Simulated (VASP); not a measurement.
Input of a VASP 6.6.1 run:

File INCAR:

```
SYSTEM = SiO2
PREC = Accurate ; ENCUT = 520
EDIFF = 1E-7 ; ISMEAR = 0
SIGMA = 0.01 ; LREAL = .FALSE.
LASPH = .TRUE. ; NELM = 100
ALGO = Normal ; ISIF = 2
LWAVE = .FALSE. ; LCHARG = .FALSE.
NBANDS = 25
```

The input KPOINTS:

```
Automatic mesh
0
G
  6 6 8
  0 0 0
```

File POSCAR:

```
SiO2
1.0
    4.0627953038      0.0000000000      0.0000000000
    0.0000000000      4.0627953038      0.0000000000
    0.0000000000      0.0000000000      2.5921437396
Si O
2 4
Direct
    0.0000000000      0.0000000000      0.0000000000
    0.5000000000      0.5000000000      0.5000000000
    0.3059000000      0.3059000000      0.0000000000
    0.1941000000      0.8059000000      0.5000000000
    0.6941000000      0.6941000000      0.0000000000
    0.8059000000      0.1941000000      0.5000000000
```

Potentials or basis: VASP PAW LDA potentials, release 64 (Si, O).

Command:

```bash
$ cat potpaw_LDA.64/Si/POTCAR potpaw_LDA.64/O/POTCAR > POTCAR
$ mpirun -np 1 vasp_std > vasp.out
```

**Question.** Predict the pressure.

**Answer.** 29.7 GPa.

**Question.** What does it give for the largest force?

**Answer.** 0.619 eV/Å.

Forces in eV/Å, atoms in the order of the input:
```
Si   0.000  0.000  0.000
Si   0.000  0.000  0.000
O   -0.438 -0.438  0.000
O    0.438 -0.438  0.000
O    0.438  0.438  0.000
O   -0.438  0.438  0.000
```
